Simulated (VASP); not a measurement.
# Li (Im-3m) in VASP: a series of runs

Li is run at these levels: LDA; tasks: single point, relaxation of volume and atoms at fixed shape.

Everything below comes from runs of VASP 6.6.1. Logs are shortened: lines on timing, memory, paths and dates and some standing lists are left out, and cuts for length are marked.

### 1 The cell of the first run

The structure is cubic, space group Im-3m (No. 229). Conventional cell: a = 3.364 Å, b = 3.364 Å, c = 3.364 Å, α = 90.00°, β = 90.00°, γ = 90.00°. Within 3.8 Å of Li (site symmetry m-3m) lie 14 Li at 2.91 to 3.36 Å.

### 2 Single point, LDA

File INCAR:

```
SYSTEM = Li
ALGO = Normal
EDIFF = 1E-6
ENCUT = 750
GGA_COMPAT = .False.
ISIF = 2
ISMEAR = -1
LASPH = .True.
LCHARG = .False.
LREAL = .False.
LWAVE = .False.
NBANDS = 8
NELM = 120
PREC = Accurate
SIGMA = 0.05
```

File KPOINTS:

```
k-points
0
Gamma
  9 9 9
  0 0 0
```

File POSCAR:

```
Li
1.0
   -1.6822139384      1.6822139384      1.6822139384
    1.6822139384     -1.6822139384      1.6822139384
    1.6822139384      1.6822139384     -1.6822139384
Li
1
Direct
    0.0000000000      0.0000000000      0.0000000000
```

Potentials or basis: VASP PAW LDA potentials, release 64 (Li_sv).

The run is started by

```bash
$ cat potpaw_LDA.64/Li_sv/POTCAR > POTCAR
$ mpirun -np 1 vasp_std > vasp.out
```

OUTCAR:

```text
SYSTEM = Li
   EDIFF = 1E-6
   ENCUT = 750
   ISIF = 2
   ISMEAR = -1
   LASPH = .True.
   LREAL = .False.
   NELM = 120
   PREC = Accurate

 ion  position               nearest neighbor table
   1  0.000  0.000  0.000-

  LATTYP: Found a body centered cubic cell.
 ALAT       =     3.3644278768

  Lattice vectors:

 A1 = (  -1.6822139384,   1.6822139384,   1.6822139384)
 A2 = (   1.6822139384,  -1.6822139384,   1.6822139384)
 A3 = (   1.6822139384,   1.6822139384,  -1.6822139384)

Analysis of symmetry for initial positions (statically):
=====================================================================
 Subroutine PRICEL returns:
 Original cell was already a primitive cell.

 Routine SETGRP: Setting up the symmetry group for a
 body centered cubic supercell.

 Subroutine GETGRP returns: Found 48 space group operations
 (whereof 48 operations were pure point group operations)
 out of a pool of 48 trial point group operations.

The static configuration has the point symmetry O_h .

Analysis of symmetry for dynamics (positions and initial velocities):
=====================================================================
 Subroutine PRICEL returns:
 Original cell was already a primitive cell.

 Routine SETGRP: Setting up the symmetry group for a
 body centered cubic supercell.

 Subroutine GETGRP returns: Found 48 space group operations
 (whereof 48 operations were pure point group operations)
 out of a pool of 48 trial point group operations.

The dynamic configuration has the point symmetry O_h .

 Subroutine INISYM returns: Found 48 space group operations
 (whereof 48 operations are pure point group operations),
 and found     1 'primitive' translations

----------------------------------------------------------------------------------------

                                     Primitive cell

  volume of cell :      19.0416

  direct lattice vectors                    reciprocal lattice vectors
    -1.682213938  1.682213938  1.682213938     0.000000000  0.297227355  0.297227355
     1.682213938 -1.682213938  1.682213938     0.297227355  0.000000000  0.297227355
     1.682213938  1.682213938 -1.682213938     0.297227355  0.297227355  0.000000000

  length of vectors
     2.913680011  2.913680011  2.913680011     0.420342957  0.420342957  0.420342957

  position of ions in fractional coordinates (direct lattice)
     0.000000000  0.000000000  0.000000000

  ion indices of the primitive-cell ions
   primitive index   ion index
                 1           1

----------------------------------------------------------------------------------------

 KPOINTS: k-points

Automatic generation of k-mesh.
 Grid dimensions read from file:
 generate k-points for:    9    9    9

 Generating k-lattice:

  Cartesian coordinates                     Fractional coordinates (reciprocal lattice)
     0.000000000  0.033025262  0.033025262     0.111111111  0.000000000  0.000000000
     0.033025262  0.000000000  0.033025262     0.000000000  0.111111111  0.000000000
     0.033025262  0.033025262  0.000000000     0.000000000  0.000000000  0.111111111

  Length of vectors
     0.046704773  0.046704773  0.046704773

  Shift w.r.t. Gamma in fractional coordinates (k-lattice)
     0.000000000  0.000000000  0.000000000

 Subroutine IBZKPT returns following result:
 ===========================================

 Found     35 irreducible k-points:

 Following reciprocal coordinates:
            Coordinates               Weight
  0.000000  0.000000  0.000000      1.000000
  0.111111  0.000000  0.000000     12.000000
  0.222222  0.000000  0.000000     12.000000
  0.333333  0.000000  0.000000     12.000000
  0.444444  0.000000  0.000000     12.000000
  0.111111  0.111111  0.000000     24.000000
[... 16 lines left out ...]
 -0.333333  0.444444  0.111111     48.000000
 -0.444444 -0.444444  0.111111     24.000000
 [... further k-points ...]
   k-points           NKPTS =     35   k-points in BZ     NKDIM =     35   number of bands    NBANDS=      8
   number of dos      NEDOS =    301   number of ions     NIONS =      1
   total plane-waves  NPLWV =  21952
   dimension x,y,z NGX =    28 NGY =   28 NGZ =   28
   dimension x,y,z NGXF=    56 NGYF=   56 NGZF=   56
   ions per type =               1
   NGX,Y,Z   is equivalent  to a cutoff of  15.98, 15.98, 15.98 a.u.
   NGXF,Y,Z  is equivalent  to a cutoff of  31.95, 31.95, 31.95 a.u.
 SYSTEM =  Li
   PREC   = accura    normal or accurate (medium, high low for compatibility)
   ISTART =      0    job   : 0-new  1-cont  2-samecut
   ICHARG =      2    charge: 1-file 2-atom 10-const
   ISPIN  =      1    spin polarized calculation?
   LNONCOLLINEAR =      F non collinear calculations
   LSORBIT =      F    spin-orbit coupling
   LASPH  =      T    aspherical Exc in radial PAW
   ENCUT  =  750.0 eV  55.12 Ry    7.42 a.u.   6.51  6.51  6.51*2*pi/ulx,y,z
   NELM   =    120;   NELMIN=  2; NELMDL= -5     # of ELM steps
   EDIFF  = 0.1E-05   stopping-criterion for ELM
   LREAL  =      F    real-space projection
   EDIFFG = 0.1E-04   stopping-criterion for IOM
   NSW    =      0    number of steps for IOM
   IBRION =     -1    ionic relax: 0-MD 1-quasi-New 2-CG
   NFREE  =      0    steps in history (QN), initial steepest desc. (CG)
   ISIF   =      2    stress and relaxation
   ISYM   =      2    0-nonsym 1-usesym 2-fastsym
   POTIM  = 0.5000    time-step for ionic-motion
   TEBEG  =    0.0;   TEEND  =   0.0 temperature during run
   PSTRESS=    0.0 pullay stress
   NELECT =       3.0000    total number of electrons
   NUPDOWN=      -1.0000    fix difference up-down
   EMIN   =  10.00;   EMAX   =-10.00  energy-range for DOS
   EFERMI =   0.00;   METHOD = LEGACY
   ISMEAR =    -1;   SIGMA  =   0.05  broadening in eV -4-tet -1-fermi 0-gaus
   EFERMI_NEDOS =   21; number of points for ismear=-14 and -15
   IALGO  =     38    algorithm
   IMIX   =      4    mixing-type and parameters
     AMIX     =   0.40;   BMIX     =  1.00
     AMIX_MAG =   1.60;   BMIX_MAG =  1.00
  volume/ion in A,a.u.               =      19.04       128.50
  Fermi-wavevector in a.u.,A,eV,Ry     =   0.884194  1.670884 10.637012  0.781798
  Thomas-Fermi vector in A             =   2.005061
   LORBIT       =      0    0 simple, 1 ext, 2 COOP (PROOUT), +10 PAW based schemes
   GGA     = CA    functional components
   LHFCALC =     F    Hartree Fock is set to
   AEXX    =    0.0000 exact exchange contribution
   IVDW    =     0    specifies the selected vdW correction
   LEPSILON=     F    determine dielectric tensor
   LRPA    =     F    only Hartree local field effects (RPA)
 non-spin polarized calculation
  energy-cutoff  :      750.00
  volume of cell :       19.04
 maximum number of plane-waves:       935
 NGX is ok and might be reduce to    28
   NGX = 13   NGY = 13   NGZ = 13

 number of electron       2.9999997 magnetization

 Free energy of the ion-electron system (eV)
  ---------------------------------------------------
  ext. energy  EPLUGINS =         0.00000000
  ---------------------------------------------------
  free energy    TOTEN  =        -2.04983962 eV

  energy without entropy =       -2.04477427  energy(sigma->0) =       -2.04730694

 E-fermi :   0.7698     XC(G=0):  -7.3031

 val. band max:        0.7329809133   @ k =  -0.3333   0.4444   0.1111
 cond. band min:       0.9677153959   @ k =  -0.4444   0.4444   0.1111
 fundamental gap:      0.2347344827
 Fermi energy:         0.7697777815

 k-point     1 :       0.0000    0.0000    0.0000
  band No.  band energies     occupation
      1     -44.7366      2.00000
      2      -2.8024      2.00000
      3      15.7809      0.00000
      4      15.7809      0.00000
      5      15.7809      0.00000
      6      20.9364      0.00000
      7      20.9364      0.00000
      8      20.9364      0.00000

 k-point     2 :       0.1111    0.0000    0.0000
  band No.  band energies     occupation
      1     -44.7333      2.00000
      2      -2.5669      2.00000
      3      14.2202      0.00000
      4      14.7791      0.00000
      5      15.3872      0.00000
      6      18.8417      0.00000
      7      18.9499      0.00000
      8      20.8741      0.00000

 k-point     3 :       0.2222    0.0000    0.0000
  band No.  band energies     occupation
      1     -44.7252      2.00000
      2      -1.8610      2.00000
      3      10.7125      0.00000
      4      13.2449      0.00000
      5      14.4569      0.00000
      6      17.0241      0.00000
      7      18.1826      0.00000
      8      21.0417      0.00000

 k-point     4 :       0.3333    0.0000    0.0000
  band No.  band energies     occupation
      1     -44.7159      2.00000
      2      -0.7049      2.00000
      3       7.3083      0.00000
      4      12.0924      0.00000
      5      13.5656      0.00000
      6      15.7249      0.00000
      7      18.3305      0.00000
      8      22.2345      0.00000

 k-point     5 :       0.4444    0.0000    0.0000
  band No.  band energies     occupation
      1     -44.7098      2.00000
      2       0.6688      1.76548
      3       4.7614      0.00000
      4      11.4962      0.00000
      5      13.0634      0.00000
      6      15.0735      0.00000
      7      18.6397      0.00000
      8      23.8739      0.00000
[... 177 lines left out ...]
 k-point    22 :      -0.4444    0.4444    0.1111
  band No.  band energies     occupation
      1     -44.7076      2.00000
      2       0.9677      0.03746
      3       4.8694      0.00000
      4      10.1752      0.00000
      5      13.0969      0.00000
      6      17.0347      0.00000
      7      17.4925      0.00000
      8      22.0195      0.00000

 k-point    23 :      -0.3333    0.4444    0.1111
  band No.  band energies     occupation
      1     -44.7073      2.00000
      2       0.7330      1.35221
      3       6.0604      0.00000
      4       8.8691      0.00000
      5      13.5447      0.00000
      6      15.8311      0.00000
      7      19.1030      0.00000
      8      21.4788      0.00000

 k-point    24 :      -0.4444   -0.4444    0.1111
  band No.  band energies     occupation
      1     -44.7045      2.00000
      2       1.8766      0.00000
      3       4.3943      0.00000
      4       8.5601      0.00000
      5      13.3074      0.00000
      6      16.5616      0.00000
      7      19.5060      0.00000
      8      19.5627      0.00000

 [... further k-points ...]

------------------------ aborting loop because EDIFF is reached ----------------------------------------

  FORCE on cell =-STRESS in cart. coord.  units (eV):
  Direction    XX          YY          ZZ          XY          YZ          ZX
  --------------------------------------------------------------------------------------
  -------------------------------------------------------------------------------------
  Total       -0.0195406     -0.0195406     -0.0195406      0.0000000     -0.0000000      0.0000000
  in kB       -1.6441640     -1.6441640     -1.6441640      0.0000000     -0.0000000      0.0000000
  external PRESSURE =      -1.6441640 kB  Pullay stress =       0.0000000 kB

 VOLUME and BASIS-vectors are now :
 -----------------------------------------------------------------------------
  energy-cutoff  :      750.00
  volume of cell :       19.04
      direct lattice vectors                 reciprocal lattice vectors
    -1.682213938  1.682213938  1.682213938     0.000000000  0.297227355  0.297227355
     1.682213938 -1.682213938  1.682213938     0.297227355  0.000000000  0.297227355
     1.682213938  1.682213938 -1.682213938     0.297227355  0.297227355  0.000000000

 POSITION                                       TOTAL-FORCE (eV/Angst)
 -----------------------------------------------------------------------------------
      0.00000      0.00000      0.00000        -0.000000     -0.000000      0.000000
 -----------------------------------------------------------------------------------
    total drift:                               -0.000000     -0.000000     -0.000000

  FREE ENERGIE OF THE ION-ELECTRON SYSTEM (eV)
  ---------------------------------------------------
  free  energy   TOTEN  =        -2.0498396151 eV

  energy  without entropy=       -2.0447742689  energy(sigma->0) =       -2.04730694
```

It took 5.3 s on 1 thread of Intel Xeon Platinum 8259CL at 2.50GHz (Skylake/Cascade Lake), shared host; peak memory 0.13 GiB.

What came out:

| Property | Result |
| --- | --- |
| Free energy | -2.0498 eV |
| Pressure | -0.2 GPa |
| Band gap on the k mesh | zero (an odd number of electrons rules out a gap without spin polarisation) |

### 3 Relaxation of volume and atoms at fixed shape, LDA

This run uses another cell than the first one, of 21.61 Å³/atom.

File INCAR:

```
PREC = Accurate
ENCUT = 750
EDIFF = 1E-7
ISMEAR = -1
SIGMA = 0.05
LREAL = False
LASPH = True
NELM = 120
ALGO = Normal
ISIF = 8
LWAVE = False
LCHARG = False
GGA = CA
IBRION = 2
NSW = 80
EDIFFG = -0.03
GGA_COMPAT = False
NELMIN = 4
```

File KPOINTS:

```
Automatic mesh
0
Gamma
  9 9 9
```

File POSCAR:

```
Li
1.0
   -1.7546500000      1.7546500000      1.7546500000
    1.7546500000     -1.7546500000      1.7546500000
    1.7546500000      1.7546500000     -1.7546500000
Li
1
Direct
    0.0000000000      0.0000000000      0.0000000000
```

Potentials or basis: VASP PAW LDA potentials, release 64 (Li_sv).

The run is started by

```bash
$ cat potpaw_LDA.64/Li_sv/POTCAR > POTCAR
$ mpirun -np 1 vasp_std > vasp.out
```

It took 12 s on 1 thread of Intel Xeon Platinum 8259CL at 2.50GHz (Skylake/Cascade Lake), shared host; peak memory 0.13 GiB.

It converged, with:

* Free energy: -2.0512 eV
* Relaxed volume: 18.90 Å³/atom
* Relaxed cell: a = 2.906 Å, b = 2.906 Å, c = 2.906 Å, α = 109.47°, β = 109.47°, γ = 109.47°
* Space group after relaxing (to 0.1 Å): Im-3m (No. 229)
* Energy gained by relaxing: 15.5 meV/atom
* Ionic steps: 4
* Pressure after relaxing: 0.0 GPa
* Band gap on the k mesh: zero (an odd number of electrons rules out a gap without spin polarisation)

The path:
```csv
step,energy change (eV),largest force (eV/Å),pressure (GPa),volume (Å³)
1,0.0000,0.0000,-1.68,21.61
2,-0.0066,0.0000,-1.33,20.91
3,-0.0145,0.0000,-0.47,19.55
4,-0.0155,0.0000,0.03,18.90
```

Final structure:
```
Li
1.0
    -1.67807    1.67807    1.67807
     1.67807   -1.67807    1.67807
     1.67807    1.67807   -1.67807
Li
1
Direct
  0.00000 0.00000 0.00000
```

Levels at points of the mesh, in eV from the Fermi level:
```
           k point  band 1  band 2  band 3  band 4  band 5
(0.00, 0.00, 0.00)  -45.49   -3.58   15.09   15.09   15.09
```

LDA usually gives volumes a few per cent too small. Zero-point motion and thermal expansion aren't in these numbers.
